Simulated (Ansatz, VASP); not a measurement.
## Cu: VASP beside Ansatz

POSCAR

```
Cu
1.0
   -1.3995095204      1.3995095204      1.4173638935
    1.3995095204     -1.3995095204      1.4173638935
    1.3995095204      1.3995095204     -1.4173638935
Cu
1
Direct
    0.0000000000      0.0000000000      0.0000000000
```

The input INCAR.step1:

```
SYSTEM = Cu
PREC     = Accurate       ! precision mode
ENCUT    = 520            ! plane-wave cutoff, eV
ISMEAR   = 0              ! smearing method
SIGMA    = 0.15           ! smearing width, eV
LREAL    = .False.        ! projectors in reciprocal space
LASPH    = .True.         ! aspherical terms in the spheres
NELM     = 80             ! most SCF steps
NBANDS   = 12             ! bands
GGA      = PE             ! functional
ALGO     = Normal         ! electronic algorithm
EDIFF    = 1E-4           ! SCF threshold, eV
LWAVE    = .True.         ! write WAVECAR
LCHARG   = .False.        ! write CHGCAR
```

The input INCAR.step2:

```
SYSTEM = Cu
PREC     = Accurate       ! precision mode
ENCUT    = 520            ! plane-wave cutoff, eV
EDIFF    = 1E-7           ! SCF threshold, eV
ISMEAR   = 0              ! smearing method
SIGMA    = 0.15           ! smearing width, eV
LREAL    = .False.        ! projectors in reciprocal space
LASPH    = .True.         ! aspherical terms in the spheres
NELM     = 80             ! most SCF steps
ALGO     = Normal         ! electronic algorithm
ISIF     = 2              ! what is computed and relaxed
LWAVE    = .False.        ! write WAVECAR
LCHARG   = .True.         ! write CHGCAR
METAGGA  = R2SCAN         ! meta-GGA
LMIXTAU  = .True.       
LELF     = .True.         ! ELF
LVHAR    = .True.       
NBANDS   = 12             ! bands
ISTART   = 1
```

KPOINTS

```
Automatic mesh
0
Gamma
  24 24 24
  0 0 0
```

Input for Ansatz:

```yaml
crystal:
  lattice:
    - [-1.3995095204, 1.3995095204, 1.4173638935]
    - [1.3995095204, -1.3995095204, 1.4173638935]
    - [1.3995095204, 1.3995095204, -1.4173638935]
  atoms:
    - { symbol: Cu, position: [0.0, 0.0, 0.0] }
basis:
  ecutwfc: 500
kpoints:
  mp_grid: { grid: [24, 24, 24] }
hamiltonian:
  xc: r2scan
scf:
  occupations: { method: gaussian, width: 0.15 }
output:
  forces: true
  stress: true
  eigenvalues: true
```

Change from the starting cell: strain -0.030 along x and y, +0.030 along z, atoms carried along.

Alike in both runs: task single point; functional r2SCAN; k mesh 24 × 24 × 24; occupations gaussian, width 0.15 eV; no spin polarisation.

|  | VASP | Ansatz |
| --- | --- | --- |
| version | VASP 6.6.1 | Ansatz 0.2.0 |
| potentials or method | VASP PAW PBE potentials, release 64 (Cu), cutoff 520 eV | scalar-relativistic, plane waves, PAW |
| valence electrons in the cell | 11 | 19 |

```tsv
	VASP	Ansatz	Ansatz less VASP
gap on the k mesh at the Fermi level (eV)	none	none	-
pressure (GPa)	6.4	5.7	-0.66
traceless stress, the component that is largest in VASP (GPa)	0.06	0.03	-0.026
```

VASP's potentials were made for PBE, not for r2SCAN. A gap of «none» marks a metal or a gap that the smearing closes. The functional is the same, so the differences come from potentials, cutoffs and numerics. VASP's potentials hold 11 valence electrons a cell and Ansatz's 19, so a difference there can come from the potentials and not from the codes.
